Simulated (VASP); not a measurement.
# W (Pm-3n) in VASP: single point with LDA

Aim: the single point of W with LDA.

Program: VASP 6.6.1. These are calculated values, not measurements. Logs are shortened: lines on timing, memory, paths and dates and some standing lists are left out, and cuts for length are marked.

### 1 The cell of the first run

Symmetry: Pm-3n, No. 223, cubic system. Conventional cell: a = 5.002 Å, b = 5.002 Å, c = 5.002 Å, α = 90.00°, β = 90.00°, γ = 90.00°. W (site symmetry m-3) has 12 W at 2.80 Å within 3.7 Å. Within 3.3 Å of W (site symmetry -4m2) lie 14 W at 2.50 to 3.06 Å.

### 2 Single point, LDA

INCAR reads:

```
  ALGO = Fast
  EDIFF = 1E-7
  ENCUT = 520
  ISIF = 2
  ISMEAR = 0
  LASPH = True
  LCHARG = False
  LREAL = False
  LWAVE = False
  NBANDS = 66
  NELM = 80
  PREC = Accurate
  SIGMA = 0.1
```

KPOINTS reads:

```
k-points
0
Gamma
  8 8 8
```

POSCAR reads:

```
W
1.0
    5.0024908163      0.0000000000      0.0000000000
    0.0000000000      5.0024908163      0.0000000000
    0.0000000000      0.0000000000      5.0024908163
W
8
Direct
    0.0000000000      0.0000000000      0.0000000000
    0.5000000000      0.5000000000      0.5000000000
    0.0000000000      0.5000000000      0.2500000000
    0.0000000000      0.5000000000      0.7500000000
    0.2500000000      0.0000000000      0.5000000000
    0.7500000000      0.0000000000      0.5000000000
    0.5000000000      0.7500000000      0.0000000000
    0.5000000000      0.2500000000      0.0000000000
```

Potentials or basis: VASP PAW LDA potentials, release 64 (W_sv).

Launch:

```
$ cat potpaw_LDA.64/W_sv/POTCAR > POTCAR
$ mpirun -np 1 vasp_std > vasp.out
```

OUTCAR:

```text
EDIFF = 1E-7
   ENCUT = 520
   ISIF = 2
   ISMEAR = 0
   LASPH = True
   LREAL = False
   NELM = 80
   PREC = Accurate

 ion  position               nearest neighbor table
   1  0.000  0.000  0.000-   3 2.80   4 2.80   5 2.80   6 2.80   7 2.80   8 2.80   5 2.80   6 2.80
                             3 2.80   4 2.80   7 2.80   8 2.80
   2  0.500  0.500  0.500-   3 2.80   4 2.80   5 2.80   6 2.80   7 2.80   8 2.80   7 2.80   8 2.80
                             5 2.80   6 2.80   3 2.80   4 2.80
   3  0.000  0.500  0.250-   4 2.50   4 2.50   1 2.80   2 2.80   1 2.80   2 2.80   8 3.06   5 3.06
                             6 3.06   5 3.06   6 3.06   7 3.06   7 3.06   8 3.06
   4  0.000  0.500  0.750-   3 2.50   3 2.50   1 2.80   2 2.80   1 2.80   2 2.80   8 3.06   5 3.06
                             6 3.06   5 3.06   6 3.06   7 3.06   7 3.06   8 3.06
   5  0.250  0.000  0.500-   6 2.50   6 2.50   1 2.80   1 2.80   2 2.80   2 2.80   8 3.06   4 3.06
                             7 3.06   8 3.06   3 3.06   3 3.06   4 3.06   7 3.06
   6  0.750  0.000  0.500-   5 2.50   5 2.50   1 2.80   1 2.80   2 2.80   2 2.80   8 3.06   4 3.06
                             7 3.06   8 3.06   3 3.06   3 3.06   4 3.06   7 3.06
   7  0.500  0.750  0.000-   8 2.50   8 2.50   1 2.80   2 2.80   2 2.80   1 2.80   3 3.06   4 3.06
                             5 3.06   6 3.06   5 3.06   6 3.06   3 3.06   4 3.06
   8  0.500  0.250  0.000-   7 2.50   7 2.50   1 2.80   2 2.80   2 2.80   1 2.80   3 3.06   4 3.06
                             5 3.06   6 3.06   5 3.06   6 3.06   3 3.06   4 3.06

  LATTYP: Found a simple cubic cell.
 ALAT       =     5.0024908163

  Lattice vectors:

 A1 = (   5.0024908163,   0.0000000000,   0.0000000000)
 A2 = (   0.0000000000,   5.0024908163,   0.0000000000)
 A3 = (   0.0000000000,   0.0000000000,   5.0024908163)

Analysis of symmetry for initial positions (statically):
=====================================================================
 Subroutine PRICEL returns:
 Original cell was already a primitive cell.

 Routine SETGRP: Setting up the symmetry group for a
 simple cubic supercell.

 Subroutine GETGRP returns: Found 48 space group operations
 (whereof 24 operations were pure point group operations)
 out of a pool of 48 trial point group operations.

The static configuration has the point symmetry T_h .
 The point group associated with its full space group is O_h .

Analysis of symmetry for dynamics (positions and initial velocities):
=====================================================================
 Subroutine PRICEL returns:
 Original cell was already a primitive cell.

 Routine SETGRP: Setting up the symmetry group for a
 simple cubic supercell.

[... 128 lines left out ...]
   NELECT =     112.0000    total number of electrons
   NUPDOWN=      -1.0000    fix difference up-down
   EMIN   =  10.00;   EMAX   =-10.00  energy-range for DOS
   EFERMI =   0.00;   METHOD = LEGACY
   ISMEAR =     0;   SIGMA  =   0.10  broadening in eV -4-tet -1-fermi 0-gaus
   EFERMI_NEDOS =   21; number of points for ismear=-14 and -15
   IALGO  =     68    algorithm
   IMIX   =      4    mixing-type and parameters
     AMIX     =   0.40;   BMIX     =  1.00
     AMIX_MAG =   1.60;   BMIX_MAG =  1.00
  volume/ion in A,a.u.               =      15.65       105.60
  Fermi-wavevector in a.u.,A,eV,Ry     =   1.577470  2.980987 33.856910  2.488413
  Thomas-Fermi vector in A             =   2.678148
   LORBIT       =      0    0 simple, 1 ext, 2 COOP (PROOUT), +10 PAW based schemes
   GGA     = CA    functional components
   LHFCALC =     F    Hartree Fock is set to
   AEXX    =    0.0000 exact exchange contribution
   IVDW    =     0    specifies the selected vdW correction
   LEPSILON=     F    determine dielectric tensor
   LRPA    =     F    only Hartree local field effects (RPA)
 non-spin polarized calculation
 RMM-DIIS sequential band-by-band and
 Gauss-broadening in eV      SIGMA  =   0.10
  energy-cutoff  :      520.00
  volume of cell :      125.19
 maximum number of plane-waves:      3407
 NGX is ok and might be reduce to    40
   NGX = 19   NGY = 19   NGZ = 19

 number of electron     111.9999969 magnetization

 Free energy of the ion-electron system (eV)
  ---------------------------------------------------
  ext. energy  EPLUGINS =         0.00000000
  ---------------------------------------------------
  free energy    TOTEN  =      -112.05526431 eV

  energy without entropy =     -112.04409329  energy(sigma->0) =     -112.04967880

 E-fermi :  11.2629     XC(G=0): -13.8878

 val. band max:       11.2186717165   @ k =   0.3750   0.3750   0.1250
 cond. band min:      11.2739125967   @ k =   0.3750   0.2500   0.0000
 fundamental gap:      0.0552408802
 Fermi energy:        11.2629404356

 k-point     1 :       0.0000    0.0000    0.0000
  band No.  band energies     occupation
      1     -62.2845      2.00000
      2     -62.2268      2.00000
      3     -62.2268      2.00000
      4     -62.0621      2.00000
      5     -62.0621      2.00000
      6     -62.0621      2.00000
[... 1645 lines left out ...]
     65      13.7850      0.00000
     66      14.1576      0.00000

 [... further k-points ...]

------------------------ aborting loop because EDIFF is reached ----------------------------------------

  FORCE on cell =-STRESS in cart. coord.  units (eV):
  Direction    XX          YY          ZZ          XY          YZ          ZX
  --------------------------------------------------------------------------------------
  -------------------------------------------------------------------------------------
  Total        1.6162737      1.6162737      1.6162737      0.0000000     -0.0000000      0.0000000
  in kB       20.6855272     20.6855272     20.6855272      0.0000000     -0.0000000      0.0000000
  external PRESSURE =      20.6855272 kB  Pullay stress =       0.0000000 kB

 VOLUME and BASIS-vectors are now :
 -----------------------------------------------------------------------------
  energy-cutoff  :      520.00
  volume of cell :      125.19
      direct lattice vectors                 reciprocal lattice vectors
     5.002490816  0.000000000  0.000000000     0.199900417  0.000000000  0.000000000
     0.000000000  5.002490816  0.000000000     0.000000000  0.199900417  0.000000000
     0.000000000  0.000000000  5.002490816     0.000000000  0.000000000  0.199900417

 POSITION                                       TOTAL-FORCE (eV/Angst)
 -----------------------------------------------------------------------------------
      0.00000      0.00000      0.00000        -0.000000      0.000000     -0.000000
      2.50125      2.50125      2.50125        -0.000000      0.000000     -0.000000
      0.00000      2.50125      1.25062         0.000000     -0.000000     -0.000000
      0.00000      2.50125      3.75187         0.000000      0.000000      0.000000
      1.25062      0.00000      2.50125         0.000000     -0.000000      0.000000
      3.75187      0.00000      2.50125        -0.000000     -0.000000     -0.000000
      2.50125      3.75187      0.00000        -0.000000      0.000000      0.000000
      2.50125      1.25062      0.00000        -0.000000     -0.000000     -0.000000
 -----------------------------------------------------------------------------------
    total drift:                               -0.000000     -0.000000      0.000000

  FREE ENERGIE OF THE ION-ELECTRON SYSTEM (eV)
  ---------------------------------------------------
  free  energy   TOTEN  =      -112.0552643085 eV

  energy  without entropy=     -112.0440932860  energy(sigma->0) =     -112.04967880
```

OSZICAR:

```text
N       E                     dE             d eps       ncg     rms          rms(c)
DAV:   1     0.161162930856E+04    0.16116E+04   -0.63355E+04  4628   0.202E+03
DAV:   2     0.526752042543E+01   -0.16064E+04   -0.15685E+04  4620   0.664E+02
DAV:   3    -0.111755256223E+03   -0.11702E+03   -0.10929E+03  5224   0.159E+02
DAV:   4    -0.117222808653E+03   -0.54676E+01   -0.52268E+01  5480   0.290E+01
DAV:   5    -0.117393148485E+03   -0.17034E+00   -0.16915E+00  5486   0.488E+00    0.623E+01
RMM:   6    -0.113192523367E+03    0.42006E+01   -0.53695E+00  4826   0.109E+01    0.260E+01
RMM:   7    -0.112036912794E+03    0.11556E+01   -0.45137E+00  5073   0.922E+00    0.173E+00
RMM:   8    -0.112061379441E+03   -0.24467E-01   -0.63566E-01  6130   0.253E+00    0.100E+00
RMM:   9    -0.112054067010E+03    0.73124E-02   -0.90635E-02  6153   0.121E+00    0.312E-01
RMM:  10    -0.112054989477E+03   -0.92247E-03   -0.23187E-02  6490   0.566E-01    0.967E-02
RMM:  11    -0.112055222884E+03   -0.23341E-03   -0.32012E-03  6434   0.240E-01    0.756E-02
RMM:  12    -0.112055251730E+03   -0.28846E-04   -0.58630E-04  6372   0.118E-01    0.114E-02
RMM:  13    -0.112055262816E+03   -0.11086E-04   -0.14302E-04  6914   0.588E-02    0.126E-02
RMM:  14    -0.112055263596E+03   -0.77939E-06   -0.22898E-05  6012   0.231E-02    0.330E-03
RMM:  15    -0.112055264154E+03   -0.55853E-06   -0.73472E-06  6027   0.130E-02    0.339E-03
RMM:  16    -0.112055264277E+03   -0.12281E-06   -0.14999E-06  5237   0.542E-03    0.702E-04
RMM:  17    -0.112055264309E+03   -0.31483E-07   -0.39556E-07  3813   0.300E-03
   1 F= -.11205526E+03 E0= -.11204968E+03  d E =-.111710E-01
```

Run time: 6.3 min. Hardware: 1 thread of Intel Xeon Platinum 8375C at 2.90GHz (Ice Lake), shared host; peak memory 0.32 GiB.

What came out:

| Item | Value |
| --- | --- |
| Free energy | -112.0553 eV |
| Pressure | 2.1 GPa |
| Band gap on the k mesh | zero (bands 56 and 57 overlap by 1.03 eV) |

Levels at points of the mesh, in eV from the Fermi level:
```
           k point  band 54  band 55  band 56  band 57  band 58  band 59
(0.00, 0.00, 0.00)    -1.55    -0.53    -0.53    -0.53     1.65     1.65
(0.50, 0.00, 0.00)    -1.16    -0.88    -0.88     0.53     0.53     0.85
(0.50, 0.50, 0.00)    -1.02    -1.02     0.30     0.30     0.33     0.60
(0.50, 0.50, 0.50)    -1.32    -1.32    -1.32     1.37     1.37     1.37
```

Caveat: spin-orbit coupling is left out, which moves the levels of the heavy elements.
